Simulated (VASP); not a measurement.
Wanted: the native input for a VASP 6.6.1 run.

```
Task                   : single point
Functional             : LDA
Potentials or basis    : VASP PAW LDA potentials, release 64 (Hf_pv, O)
Cutoff                 : 520 eV
k mesh                 : 5 × 7 × 3
Occupations            : gaussian, width 0.05 eV
Spin                   : no spin polarisation
Dipole correction      : no
Further INCAR settings : ALGO = Normal; EDIFF = 1e-07; NBANDS = 56
```

The structure of HfO2 lies in POSCAR:

```
HfO2
1.0
    0.0000000000     -4.7888991458      0.0000000000
    0.0000000000      0.0000000000     -3.1858186391
    9.5777982917     -1.9155596583      0.0000000000
Hf O
4 8
Direct
   -0.0804800000      0.0000000000      0.2012000000
   -0.2804800000      0.0000000000      0.7012000000
    0.1195200000      0.5000000000      0.9512000000
    0.3195200000      0.5000000000      0.4512000000
   -0.1243939417      0.5000000000      0.7987537865
    0.0756060583      0.5000000000      0.2987537865
    0.3536490875      0.0000000000      0.8536462135
    0.5536490875      0.0000000000      0.3536462135
    0.2853909125      0.0000000000      0.0487537865
    0.0853909125      0.0000000000      0.5487537865
    0.7634339417      0.5000000000      0.1036462135
    0.5634339417      0.5000000000      0.6036462135
```

The input as run:

INCAR

```
  ALGO = Normal
  EDIFF = 1E-7
  ENCUT = 520
  ISIF = 2
  ISMEAR = 0
  LASPH = T
  LCHARG = F
  LREAL = F
  LWAVE = F
  NBANDS = 56
  NELM = 80
  PREC = Accurate
  SIGMA = 0.05
```

KPOINTS

```
k-points
0
Gamma
  5 7 3
```

Potentials or basis: VASP PAW LDA potentials, release 64 (Hf_pv, O).

The run is started by

```bash
$ cat potpaw_LDA.64/Hf_pv/POTCAR potpaw_LDA.64/O/POTCAR > POTCAR
$ mpirun -np 1 vasp_std > vasp.out
```

It gave:

The pressure is 4.3 GPa, the largest force is 7.933 eV/Å and the band gap on the k mesh is 1.49 eV, indirect (least direct gap 1.65 eV).

Caveat: spin-orbit coupling is left out, which moves the levels of the heavy elements; forces of over 1 eV/Å act on the atoms, so gaps and moduli don't describe the material at rest.

Wall time 3.9 min on 1 thread of Intel Xeon 6975P-C, on a shared host, peak memory 0.33 GiB.
